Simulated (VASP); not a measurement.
# B (Fd-3m) in VASP: a series of runs, part 2 of 2

VASP 6.6.1. Earlier steps stand in the parts before.

**3. Single point, BLYP (volume scaled by 0.88)**

Input file INCAR:

```
  AGGAC = 1.0
  AGGAX = 1.0
  ALDAC = 0.0
  ALDAX = 1.0
  ALGO = Normal
  EDIFF = 1E-6
  ENCUT = 520
  GGA = B5
  ISIF = 2
  ISMEAR = -1
  LASPH = True
  LCHARG = False
  LREAL = False
  LWAVE = False
  NBANDS = 10
  NELM = 80
  PREC = Accurate
  SIGMA = 0.1
```

Input file KPOINTS:

```
k-points
0
Gamma
  15 15 15
```

Input file POSCAR:

```
B
1.0
    0.0000000000      1.9589175049      1.9589175049
    1.9589175049      0.0000000000      1.9589175049
    1.9589175049      1.9589175049      0.0000000000
B
2
Direct
    0.1250000000      0.1250000000      0.1250000000
    0.8750000000      0.8750000000      0.8750000000
```

Potentials or basis: VASP PAW PBE potentials, release 64 (B).

On the command line:

```sh
cat potpaw_PBE.64/B/POTCAR > POTCAR
mpirun -np 1 vasp_std > vasp.out
```

OUTCAR:

```text
EDIFF = 1E-6
   ENCUT = 520
   GGA = B5
   ISIF = 2
   ISMEAR = -1
   LASPH = True
   LREAL = False
   NELM = 80
   PREC = Accurate

 ion  position               nearest neighbor table
   1  0.125  0.125  0.125-   2 1.70   2 1.70   2 1.70   2 1.70
   2  0.875  0.875  0.875-   1 1.70   1 1.70   1 1.70   1 1.70

  LATTYP: Found a face centered cubic cell.
 ALAT       =     3.9178350098

  Lattice vectors:

 A1 = (   0.0000000000,   1.9589175049,   1.9589175049)
 A2 = (   1.9589175049,   0.0000000000,   1.9589175049)
 A3 = (   1.9589175049,   1.9589175049,   0.0000000000)

Analysis of symmetry for initial positions (statically):
=====================================================================
 Subroutine PRICEL returns:
 Original cell was already a primitive cell.

 Routine SETGRP: Setting up the symmetry group for a
 face centered cubic supercell.

 Subroutine GETGRP returns: Found 48 space group operations
 (whereof 12 operations were pure point group operations)
 out of a pool of 48 trial point group operations.

The static configuration has the point symmetry D_3d.
[... 172 lines left out ...]
      1      -8.4942      2.00000
      2       9.1801      0.00000
      3       9.1801      0.00000
      4       9.1801      0.00000
      5      13.7013      0.00000
      6      13.7013      0.00000
      7      13.7013      0.00000
      8      23.6708      0.00000
      9      25.6366      0.00000
     10      29.3781      0.00000
[... 287 lines left out ...]
 k-point    24 :       0.2000    0.1333    0.0000
  band No.  band energies     occupation
      1      -7.5841      2.00000
      2       6.1798      0.00001
      3       6.8218      0.00000
      4       7.7844      0.00000
      5      13.5327      0.00000
      6      16.8827      0.00000
      7      16.9399      0.00000
      8      20.4726      0.00000
      9      26.6442      0.00000
     10      26.8986      0.00000

 [... further k-points ...]

------------------------ aborting loop because EDIFF is reached ----------------------------------------

  FORCE on cell =-STRESS in cart. coord.  units (eV):
  Direction    XX          YY          ZZ          XY          YZ          ZX
  --------------------------------------------------------------------------------------
  -------------------------------------------------------------------------------------
  Total        2.4718986      2.4718986      2.4718986      0.0000000     -0.0000000      0.0000000
  in kB      263.4285246    263.4285246    263.4285246      0.0000000     -0.0000000      0.0000000
  external PRESSURE =     263.4285246 kB  Pullay stress =       0.0000000 kB

 VOLUME and BASIS-vectors are now :
 -----------------------------------------------------------------------------
  energy-cutoff  :      520.00
  volume of cell :       15.03
      direct lattice vectors                 reciprocal lattice vectors
     0.000000000  1.958917505  1.958917505    -0.255243010  0.255243010  0.255243010
     1.958917505  0.000000000  1.958917505     0.255243010 -0.255243010  0.255243010
     1.958917505  1.958917505  0.000000000     0.255243010  0.255243010 -0.255243010

 POSITION                                       TOTAL-FORCE (eV/Angst)
 -----------------------------------------------------------------------------------
      0.48973      0.48973      0.48973         0.000000     -0.000000      0.000000
      3.42811      3.42811      3.42811        -0.000000      0.000000     -0.000000
 -----------------------------------------------------------------------------------
    total drift:                                0.000000      0.000000      0.000000

  FREE ENERGIE OF THE ION-ELECTRON SYSTEM (eV)
  ---------------------------------------------------
  free  energy   TOTEN  =       -10.2736168323 eV

  energy  without entropy=      -10.2460609937  energy(sigma->0) =      -10.25983891
```

OSZICAR:

```text
N       E                     dE             d eps       ncg     rms          rms(c)
DAV:   1     0.962407960217E+00    0.96241E+00   -0.29453E+03  2444   0.530E+02
DAV:   2    -0.104292043851E+02   -0.11392E+02   -0.10660E+02  3254   0.883E+01
DAV:   3    -0.106009217943E+02   -0.17172E+00   -0.17089E+00  2918   0.832E+00
DAV:   4    -0.106011024823E+02   -0.18069E-03   -0.18068E-03  2762   0.268E-01
DAV:   5    -0.106011025562E+02   -0.73934E-07   -0.73896E-07  2728   0.606E-03    0.347E+00
DAV:   6    -0.103661895913E+02    0.23491E+00   -0.11274E-01  2640   0.219E+00    0.208E+00
DAV:   7    -0.102724222146E+02    0.93767E-01   -0.18133E-01  2860   0.273E+00    0.326E-01
DAV:   8    -0.102735638819E+02   -0.11417E-02   -0.36634E-03  2542   0.495E-01    0.295E-02
DAV:   9    -0.102736114416E+02   -0.47560E-04   -0.27048E-05  3028   0.451E-02    0.193E-02
DAV:  10    -0.102736166008E+02   -0.51592E-05   -0.28913E-06  2562   0.143E-02    0.158E-03
DAV:  11    -0.102736168323E+02   -0.23153E-06   -0.15230E-07  1608   0.342E-03
   1 F= -.10273617E+02 E0= -.10259839E+02  d E =-.275558E-01
```

Wall time 21 s (1 thread of Intel Xeon Platinum 8259CL at 2.50GHz (Skylake/Cascade Lake), shared host); peak memory 0.13 GiB.

Results:

```
Free energy            : -10.2736 eV
Pressure               : 26.3 GPa
Band gap on the k mesh : zero (band 3 reaches 9.18 eV, above the bottom of band 4 at 2.09 eV)
```

Levels at points of the mesh, in eV from the Fermi level:
| k point | band 1 | band 2 | band 3 | band 4 | band 5 | band 6 | band 7 | band 8 |
| --- | --- | --- | --- | --- | --- | --- | --- | --- |
| (0.00, 0.00, 0.00) | -13.42 | 4.26 | 4.26 | 4.26 | 8.78 | 8.78 | 8.78 | 18.75 |

Caveat: the PAW data sets were made with another functional, which shifts forces and pressure a little.

**4. Single point, BLYP (volume scaled by 0.92)**

Input file INCAR:

```
SYSTEM = B
PREC     = Accurate       ! precision mode
ENCUT    = 520            ! plane-wave cutoff, eV
EDIFF    = 1E-6           ! SCF threshold, eV
ISMEAR   = -1             ! smearing method
SIGMA    = 0.1            ! smearing width, eV
LREAL    = .False.        ! projectors in reciprocal space
LASPH    = .True.         ! aspherical terms in the spheres
NELM     = 80             ! most SCF steps
ALGO     = Normal         ! electronic algorithm
ISIF     = 2              ! what is computed and relaxed
LWAVE    = .False.        ! write WAVECAR
LCHARG   = .False.        ! write CHGCAR
GGA      = B5             ! functional
ALDAX    = 1.0          
AGGAX    = 1.0          
AGGAC    = 1.0          
ALDAC    = 0.0          
NBANDS   = 10             ! bands
```

Input file KPOINTS:

```
Automatic mesh
0
Gamma
  15 15 15
  0 0 0
```

Input file POSCAR:

```
B
1.0
    0.0000000000      1.9881593908      1.9881593908
    1.9881593908      0.0000000000      1.9881593908
    1.9881593908      1.9881593908      0.0000000000
B
2
Direct
    0.1250000000      0.1250000000      0.1250000000
    0.8750000000      0.8750000000      0.8750000000
```

On the command line:

```sh
cat potpaw_PBE.64/B/POTCAR > POTCAR
mpirun -np 1 vasp_std > vasp.out
```

Run time: 22 s. Hardware: 1 thread of Intel Xeon Platinum 8259CL at 2.50GHz (Skylake/Cascade Lake), shared host; peak memory 0.13 GiB.

Results (log left out):

- Free energy: -10.3633 eV
- Pressure: 15.9 GPa
- Band gap on the k mesh: zero (band 3 reaches 8.66 eV, above the bottom of band 4 at 1.87 eV)

Levels at points of the mesh, in eV from the Fermi level:
```csv
k point,band 1,band 2,band 3,band 4,band 5,band 6,band 7,band 8
"(0.00, 0.00, 0.00)",-13.09,4.10,4.10,4.10,8.53,8.53,8.53,17.78
```

Caveat: the PAW data sets were made with another functional, which shifts forces and pressure a little.

**5. Single point, BLYP (volume scaled by 0.96)**

Input file INCAR:

```
PREC = Accurate
ENCUT = 520
EDIFF = 1E-6
ISMEAR = -1
SIGMA = 0.1
LREAL = False
LASPH = True
NELM = 100
ALGO = Normal
ISIF = 2
LWAVE = False
LCHARG = True
GGA = B5
ALDAX = 1.0
AGGAX = 1.0
AGGAC = 1.0
ALDAC = 0.0
LELF = True
LVHAR = True
NBANDS = 10
```

Input file KPOINTS:

```
Automatic mesh
0
Gamma
  15 15 15
```

Input file POSCAR:

```
B
1.0
    0.0000000000      2.0165655056      2.0165655056
    2.0165655056      0.0000000000      2.0165655056
    2.0165655056      2.0165655056      0.0000000000
B
2
Direct
    0.1250000000      0.1250000000      0.1250000000
    0.8750000000      0.8750000000      0.8750000000
```

Potentials or basis: VASP PAW PBE potentials, release 64 (B).

On the command line:

```sh
cat potpaw_PBE.64/B/POTCAR > POTCAR
mpirun -np 1 vasp_std > vasp.out
```

OUTCAR:

```text
PREC = Accurate
   ENCUT = 520
   EDIFF = 1E-6
   ISMEAR = -1
   LREAL = False
   LASPH = True
   NELM = 100
   ISIF = 2
   GGA = B5

 ion  position               nearest neighbor table
   1  0.125  0.125  0.125-   2 1.75   2 1.75   2 1.75   2 1.75
   2  0.875  0.875  0.875-   1 1.75   1 1.75   1 1.75   1 1.75

  LATTYP: Found a face centered cubic cell.
 ALAT       =     4.0331310112

  Lattice vectors:

 A1 = (   0.0000000000,   2.0165655056,   2.0165655056)
 A2 = (   2.0165655056,   0.0000000000,   2.0165655056)
 A3 = (   2.0165655056,   2.0165655056,   0.0000000000)

Analysis of symmetry for initial positions (statically):
=====================================================================
 Subroutine PRICEL returns:
 Original cell was already a primitive cell.

 Routine SETGRP: Setting up the symmetry group for a
 face centered cubic supercell.

 Subroutine GETGRP returns: Found 48 space group operations
 (whereof 12 operations were pure point group operations)
 out of a pool of 48 trial point group operations.

The static configuration has the point symmetry D_3d.
 The point group associated with its full space group is O_h .

[... 163 lines left out ...]
 val. band max:        4.2214747418   @ k =  -0.4000   0.2667   0.0667
 cond. band min:       4.2774384913   @ k =  -0.3333   0.3333   0.0000
 fundamental gap:      0.0559637495
 Fermi energy:         4.2335959191

 k-point     1 :       0.0000    0.0000    0.0000
  band No.  band energies     occupation
      1      -8.5552      2.00000
      2       8.1845      0.00000
      3       8.1845      0.00000
      4       8.1845      0.00000
      5      12.5364      0.00000
      6      12.5364      0.00000
      7      12.5364      0.00000
      8      21.1074      0.00000
      9      23.6822      0.00000
     10      27.6324      0.00000
[... 287 lines left out ...]
 k-point    24 :       0.2000    0.1333    0.0000
  band No.  band energies     occupation
      1      -7.6931      2.00000
      2       5.3909      0.00002
      3       6.0248      0.00000
      4       6.8372      0.00000
      5      12.3436      0.00000
      6      15.4535      0.00000
      7      15.4894      0.00000
      8      18.9346      0.00000
      9      24.3251      0.00000
     10      24.9068      0.00000

 [... further k-points ...]
[... 5 lines left out ...]
  --------------------------------------------------------------------------------------
  -------------------------------------------------------------------------------------
  Total        0.7353901      0.7353901      0.7353901     -0.0000000     -0.0000000     -0.0000000
  in kB       71.8391748     71.8391748     71.8391748     -0.0000000     -0.0000000     -0.0000000
  external PRESSURE =      71.8391748 kB  Pullay stress =       0.0000000 kB

 VOLUME and BASIS-vectors are now :
 -----------------------------------------------------------------------------
  energy-cutoff  :      520.00
  volume of cell :       16.40
      direct lattice vectors                 reciprocal lattice vectors
     0.000000000  2.016565506  2.016565506    -0.247946322  0.247946322  0.247946322
     2.016565506  0.000000000  2.016565506     0.247946322 -0.247946322  0.247946322
     2.016565506  2.016565506  0.000000000     0.247946322  0.247946322 -0.247946322

 POSITION                                       TOTAL-FORCE (eV/Angst)
 -----------------------------------------------------------------------------------
      0.50414      0.50414      0.50414        -0.000000      0.000000      0.000000
      3.52899      3.52899      3.52899         0.000000     -0.000000     -0.000000
 -----------------------------------------------------------------------------------
    total drift:                                0.000000      0.000000      0.000000

  FREE ENERGIE OF THE ION-ELECTRON SYSTEM (eV)
  ---------------------------------------------------
  free  energy   TOTEN  =       -10.4122358821 eV

  energy  without entropy=      -10.3820270439  energy(sigma->0) =      -10.39713146
```

Wall time 20 s (1 thread of Intel Xeon Platinum 8259CL at 2.50GHz (Skylake/Cascade Lake), shared host); peak memory 0.13 GiB.

What came out:

```yaml
Free_energy: -10.4122 eV
Pressure: 7.2 GPa
Band_gap_on_the_k_mesh: zero (band 3 reaches 8.18 eV, above the bottom of band 4 at 1.68 eV)
```

Caveat: the PAW data sets were made with another functional, which shifts forces and pressure a little.

**6. Summary**

| cell | k mesh | gap on the mesh (eV) | pressure (GPa) |
| --- | --- | --- | --- |
| a = 2.891 Å, angles 60.0°, 2 atoms | 13 × 13 × 13 | none | 0.0 |
| a = 2.770 Å, angles 60.0°, 2 atoms | 15 × 15 × 15 | none | 26.3 |
| a = 2.812 Å, angles 60.0°, 2 atoms | 15 × 15 × 15 | none | 15.9 |
| a = 2.852 Å, angles 60.0°, 2 atoms | 15 × 15 × 15 | none | 7.2 |

Alike in all rows: task single point; level BLYP; potentials or basis VASP PAW PBE potentials, release 64 (B); no spin polarisation; cutoff (eV) 520; smearing fermi-dirac 0.1 eV.

Caveats: the PAW data sets were made with another functional, which shifts forces and pressure a little.

Absolute energies hang on the potentials; compare differences alone.
